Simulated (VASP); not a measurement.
# Sb (Pm-3m) in VASP: a series of runs, part 2 of 2

VASP 6.6.1.

**5. Single point, r2SCAN**

This run uses another cell than the first one, of 27.67 Å³/atom.

POSCAR reads:

```
Sb
1.0
    3.0246229482      0.0000000000      0.0000000000
    0.0000000000      3.0246229482      0.0000000000
    0.0000000000      0.0000000000      3.0246229482
Sb
1
Direct
    0.0000000000      0.0000000000      0.0000000000
```

INCAR.step1 reads:

```
SYSTEM = Sb
PREC     = Accurate       ! precision mode
ENCUT    = 520            ! plane-wave cutoff, eV
ISMEAR   = 0              ! smearing method
SIGMA    = 0.1            ! smearing width, eV
LREAL    = .FALSE.        ! projectors in reciprocal space
LASPH    = .TRUE.         ! aspherical terms in the spheres
NELM     = 80             ! most SCF steps
NBANDS   = 8              ! bands
GGA      = PE             ! functional
ALGO     = Normal         ! electronic algorithm
EDIFF    = 1E-4           ! SCF threshold, eV
LWAVE    = .TRUE.         ! write WAVECAR
LCHARG   = .FALSE.        ! write CHGCAR
```

INCAR.step2 reads:

```
SYSTEM = Sb
PREC     = Accurate       ! precision mode
ENCUT    = 520            ! plane-wave cutoff, eV
EDIFF    = 1E-6           ! SCF threshold, eV
ISMEAR   = 0              ! smearing method
SIGMA    = 0.1            ! smearing width, eV
LREAL    = .FALSE.        ! projectors in reciprocal space
LASPH    = .TRUE.         ! aspherical terms in the spheres
NELM     = 80             ! most SCF steps
ALGO     = Normal         ! electronic algorithm
ISIF     = 2              ! what is computed and relaxed
LWAVE    = .FALSE.        ! write WAVECAR
LCHARG   = .FALSE.        ! write CHGCAR
METAGGA  = R2SCAN         ! meta-GGA
LMIXTAU  = .TRUE.       
NBANDS   = 8              ! bands
ISTART   = 1
```

KPOINTS reads:

```
regular mesh
0
G
  14 14 14
  0 0 0
```

Potentials or basis: VASP PAW PBE potentials, release 64 (Sb).

Started as:

```console
> cat potpaw_PBE.64/Sb/POTCAR > POTCAR
> cp INCAR.step1 INCAR
> mpirun -np 1 vasp_std > vasp.out
> cp INCAR.step2 INCAR
> mpirun -np 1 vasp_std > vasp.out
```

OUTCAR:

```text
SYSTEM = Sb
   PREC = Accurate
   ENCUT = 520
   EDIFF = 1E-6
   ISMEAR = 0
   LREAL = .FALSE.
   LASPH = .TRUE.
   NELM = 80
   ISIF = 2
   METAGGA = R2SCAN
   ISTART = 1

 ion  position               nearest neighbor table
   1  0.000  0.000  0.000-

  LATTYP: Found a simple cubic cell.
 ALAT       =     3.0246229482

  Lattice vectors:

 A1 = (   3.0246229482,   0.0000000000,   0.0000000000)
 A2 = (   0.0000000000,   3.0246229482,   0.0000000000)
 A3 = (   0.0000000000,   0.0000000000,   3.0246229482)

Analysis of symmetry for initial positions (statically):
=====================================================================
 Subroutine PRICEL returns:
 Original cell was already a primitive cell.

 Routine SETGRP: Setting up the symmetry group for a
 simple cubic supercell.

 Subroutine GETGRP returns: Found 48 space group operations
 (whereof 48 operations were pure point group operations)
 out of a pool of 48 trial point group operations.

The static configuration has the point symmetry O_h .

Analysis of symmetry for dynamics (positions and initial velocities):
=====================================================================
 Subroutine PRICEL returns:
 Original cell was already a primitive cell.

 Routine SETGRP: Setting up the symmetry group for a
 simple cubic supercell.

 Subroutine GETGRP returns: Found 48 space group operations
 (whereof 48 operations were pure point group operations)
 out of a pool of 48 trial point group operations.

The dynamic configuration has the point symmetry O_h .

 Subroutine INISYM returns: Found 48 space group operations
 (whereof 48 operations are pure point group operations),
 and found     1 'primitive' translations

----------------------------------------------------------------------------------------

                                     Primitive cell

  volume of cell :      27.6703

[... 108 lines left out ...]
  Fermi-wavevector in a.u.,A,eV,Ry     =   0.925537  1.749011 11.654995  0.856618
  Thomas-Fermi vector in A             =   2.051402
   LORBIT       =      0    0 simple, 1 ext, 2 COOP (PROOUT), +10 PAW based schemes
   METAGGA = R2SCAN    functional components
   LHFCALC =     F    Hartree Fock is set to
   AEXX    =    0.0000 exact exchange contribution
   IVDW    =     0    specifies the selected vdW correction
   LEPSILON=     F    determine dielectric tensor
   LRPA    =     F    only Hartree local field effects (RPA)
 non-spin polarized calculation
 Gauss-broadening in eV      SIGMA  =   0.10
  energy-cutoff  :      520.00
  volume of cell :       27.67
 maximum number of plane-waves:       768
 NGX is ok and might be reduce to    24
   NGX = 11   NGY = 11   NGZ = 11

 number of electron       5.0000000 magnetization

 Free energy of the ion-electron system (eV)
  ---------------------------------------------------
  ext. energy  EPLUGINS =         0.00000000
  ---------------------------------------------------
  free energy    TOTEN  =       -25.62333386 eV

  energy without entropy =      -25.61997575  energy(sigma->0) =      -25.62165481

 E-fermi :   8.0466     XC(G=0): -10.4484

 val. band max:        8.0195022908   @ k =   0.2857   0.2143   0.0000
 cond. band min:       8.0511079673   @ k =   0.2143   0.2143   0.1429
 fundamental gap:      0.0316056765
 Fermi energy:         8.0465778503

 k-point     1 :       0.0000    0.0000    0.0000
  band No.  band energies     occupation
      1      -5.5520      2.00000
      2      11.6940      0.00000
      3      11.6940      0.00000
      4      11.6940      0.00000
      5      15.3663      0.00000
      6      15.3663      0.00000
      7      17.7054      0.00000
      8      26.9243      0.00000
[... 243 lines left out ...]
 k-point    24 :       0.3571    0.2143    0.0000
  band No.  band energies     occupation
      1      -2.8440      2.00000
      2       3.9907      2.00000
      3       8.5663      0.00000
      4      14.2286      0.00000
      5      15.6387      0.00000
      6      18.4136      0.00000
      7      21.8817      0.00000
      8      22.1634      0.00000

 [... further k-points ...]

------------------------ aborting loop because EDIFF is reached ----------------------------------------

  FORCE on cell =-STRESS in cart. coord.  units (eV):
  Direction    XX          YY          ZZ          XY          YZ          ZX
  --------------------------------------------------------------------------------------
  -------------------------------------------------------------------------------------
  Total        0.7198602      0.7198602      0.7198602     -0.0000000      0.0000000     -0.0000000
  in kB       41.6816630     41.6816630     41.6816630     -0.0000000      0.0000000     -0.0000000
  external PRESSURE =      41.6816630 kB  Pullay stress =       0.0000000 kB

 VOLUME and BASIS-vectors are now :
 -----------------------------------------------------------------------------
  energy-cutoff  :      520.00
  volume of cell :       27.67
      direct lattice vectors                 reciprocal lattice vectors
     3.024622948  0.000000000  0.000000000     0.330619723  0.000000000  0.000000000
     0.000000000  3.024622948  0.000000000     0.000000000  0.330619723  0.000000000
     0.000000000  0.000000000  3.024622948     0.000000000  0.000000000  0.330619723

 POSITION                                       TOTAL-FORCE (eV/Angst)
 -----------------------------------------------------------------------------------
      0.00000      0.00000      0.00000         0.000000      0.000000      0.000000
 -----------------------------------------------------------------------------------
    total drift:                               -0.000000      0.000000      0.000000

  FREE ENERGIE OF THE ION-ELECTRON SYSTEM (eV)
  ---------------------------------------------------
  free  energy   TOTEN  =       -25.6233338576 eV

  energy  without entropy=      -25.6199757543  energy(sigma->0) =      -25.62165481
```

Wall time 33 s (1 thread of Intel Xeon Platinum 8375C at 2.90GHz (Ice Lake), shared host); peak memory 0.15 GiB.

What came out:

* Free energy: -25.6233 eV
* Pressure: 4.2 GPa
* Band gap on the k mesh: zero (an odd number of electrons rules out a gap without spin polarisation)

Levels at points of the mesh, in eV from the Fermi level:
```tsv
k point	band 1	band 2	band 3	band 4	band 5	band 6	band 7	band 8
(0.00, 0.00, 0.00)	-13.60	3.65	3.65	3.65	7.32	7.32	9.66	18.88
(0.50, 0.00, 0.00)	-10.73	-6.42	6.06	6.06	9.55	11.56	12.22	12.22
(0.50, 0.50, 0.00)	-7.60	-4.14	-4.14	2.19	8.61	14.14	14.25	14.26
(0.50, 0.50, 0.50)	-3.94	-1.96	-1.96	-1.96	5.06	5.06	5.06	7.37
```

Caveat: the cell stands under pressure; the PAW data sets were made with another functional, which shifts forces and pressure a little; spin-orbit coupling is left out, which moves the levels of the heavy elements.

**6. Single point, r2SCAN**

This run uses another cell than the first one, of 20.51 Å³/atom.

POSCAR reads:

```
Sb
1.0
    2.7373031391      0.0000000000      0.0000000000
    0.0000000000      2.7373031391      0.0000000000
    0.0000000000      0.0000000000      2.7373031391
Sb
1
Direct
    0.0000000000      0.0000000000      0.0000000000
```

INCAR.step1 reads:

```
SYSTEM = Sb
  PREC = Accurate
  ENCUT = 520
  ISMEAR = 0
  SIGMA = 0.1
  LREAL = .FALSE.
  LASPH = .TRUE.
  NELM = 80
  NBANDS = 8
  GGA = PE
  ALGO = Normal
  EDIFF = 1E-4
  LWAVE = .TRUE.
  LCHARG = .FALSE.
```

INCAR.step2 reads:

```
SYSTEM = Sb
  PREC = Accurate
  ENCUT = 520
  EDIFF = 1E-7
  ISMEAR = 0
  SIGMA = 0.1
  LREAL = .FALSE.
  LASPH = .TRUE.
  NELM = 80
  ALGO = Normal
  ISIF = 2
  LWAVE = .FALSE.
  LCHARG = .TRUE.
  METAGGA = R2SCAN
  LMIXTAU = .TRUE.
  LELF = .TRUE.
  LVHAR = .TRUE.
  NBANDS = 8
  ISTART = 1
```

KPOINTS reads:

```
Automatic mesh
0
G
  16 16 16
  0 0 0
```

Potentials or basis: VASP PAW PBE potentials, release 64 (Sb).

Started as:

```console
> cat potpaw_PBE.64/Sb/POTCAR > POTCAR
> cp INCAR.step1 INCAR
> mpirun -np 1 vasp_std > vasp.out
> cp INCAR.step2 INCAR
> mpirun -np 1 vasp_std > vasp.out
```

Wall time 44 s (1 thread of Intel Xeon Platinum 8375C at 2.90GHz (Ice Lake), shared host); peak memory 0.14 GiB.

It converged, with:

* Free energy: -24.6400 eV
* Pressure: 51.3 GPa
* Band gap on the k mesh: zero (an odd number of electrons rules out a gap without spin polarisation)

Levels at points of the mesh, in eV from the Fermi level:
| k point | band 1 | band 2 | band 3 | band 4 | band 5 | band 6 | band 7 |
| --- | --- | --- | --- | --- | --- | --- | --- |
| (0.00, 0.00, 0.00) | -16.95 | 4.14 | 4.14 | 4.14 | 7.43 | 7.43 | 11.59 |
| (0.50, 0.00, 0.00) | -12.63 | -9.32 | 7.90 | 7.90 | 10.29 | 11.77 | 11.97 |
| (0.50, 0.50, 0.00) | -7.72 | -6.12 | -6.12 | 0.55 | 12.43 | 14.75 | 14.75 |
| (0.50, 0.50, 0.50) | -2.93 | -2.93 | -2.93 | -1.54 | 4.23 | 4.23 | 4.23 |

Caveat: the cell stands under pressure; the PAW data sets were made with another functional, which shifts forces and pressure a little; spin-orbit coupling is left out, which moves the levels of the heavy elements.

**7. Overview**

```csv
cell,k mesh,gap on the mesh (eV),pressure (GPa)
"a = 2.851 Å, 1 atom",14 × 14 × 14,none,25.6
"a = 2.626 Å, 1 atom",16 × 16 × 16,none,92.5
"a = 2.941 Å, 1 atom",14 × 14 × 14,none,12.2
"a = 3.025 Å, 1 atom",14 × 14 × 14,none,4.2
"a = 2.737 Å, 1 atom",16 × 16 × 16,none,51.3
```

Alike in all rows: task single point; level r2SCAN; potentials or basis VASP PAW PBE potentials, release 64 (Sb); no spin polarisation; cutoff (eV) 520; smearing gaussian 0.1 eV.

Caveats: the cell stands under pressure; the PAW data sets were made with another functional, which shifts forces and pressure a little; spin-orbit coupling is left out, which moves the levels of the heavy elements.

Absolute energies hang on the potentials; compare differences alone.
